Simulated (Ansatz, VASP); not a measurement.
# Two plane-wave programs on PbS

```
CELL_PARAMETERS angstrom
2.94050 -2.90000 0.00000
2.94050 2.90000 0.00000
-1.08005 0.00000 11.70929
ATOMIC_POSITIONS crystal
Pb 0.77560 0.77560 0.63638
Pb 0.22440 0.22440 0.36362
S 0.26840 0.26840 0.59860
S 0.73160 0.73160 0.40140
```

Alike in both runs: task single point; functional BLYP; k mesh 6 × 6 × 2; no spin polarisation.

|  | VASP | Ansatz |
| --- | --- | --- |
| version | VASP 6.6.1 | Ansatz 0.2.0 |
| potentials or method | VASP PAW PBE potentials, release 64 (Pb_d, S), cutoff 520 eV | plane waves, PAW |
| occupations | gaussian, width 0.01 eV | fixed |
| valence electrons in the cell | 40 | 40 |

```tsv
	VASP	Ansatz	Ansatz less VASP
gap on the k mesh at the Fermi level (eV)	1.18	1.19	+0.009
```

VASP's potentials were made for PBE, not for BLYP.

Spin-orbit coupling is off throughout.
